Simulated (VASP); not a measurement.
Input of a VASP 6.6.1 run:

The input INCAR:

```
ALGO = Normal
EDIFF = 1E-6
ENCUT = 600
GGA = PE
GGA_COMPAT = F
ISIF = 2
ISMEAR = 0
LASPH = T
LCHARG = F
LREAL = F
LWAVE = F
NBANDS = 37
NELM = 120
PREC = Accurate
SIGMA = 0.02
```

File KPOINTS:

```
k-points
0
Gamma
  8 8 8
```

File POSCAR:

```
Cu2O
1.0
    4.2982410474      0.0000000000      0.0000000000
    0.0000000000      4.2982410474      0.0000000000
    0.0000000000      0.0000000000      4.3842058684
Cu O
4 2
Direct
    0.2500000000      0.2500000000      0.2500000000
    0.2500000000      0.7500000000      0.7500000000
    0.7500000000      0.7500000000      0.2500000000
    0.7500000000      0.2500000000      0.7500000000
    0.0000000000      0.0000000000      0.0000000000
    0.5000000000      0.5000000000      0.5000000000
```

Potentials or basis: VASP PAW PBE potentials, release 64 (Cu, O).

Command:

```console
$ cat potpaw_PBE.64/Cu/POTCAR potpaw_PBE.64/O/POTCAR > POTCAR
$ mpirun -np 1 vasp_std > vasp.out
```

Task: What does it give for the pressure?

Result: -1.5 GPa.

Task: Estimate the band gap on the k mesh.

Result: 0.42 eV.

Stress tensor (GPa, compression positive):
```
-1.41  0.00  0.00
 0.00 -1.41  0.00
 0.00  0.00 -1.80
```

A k mesh can miss the band edges. PBE gaps usually lie below the measured ones, often by a third to a half.
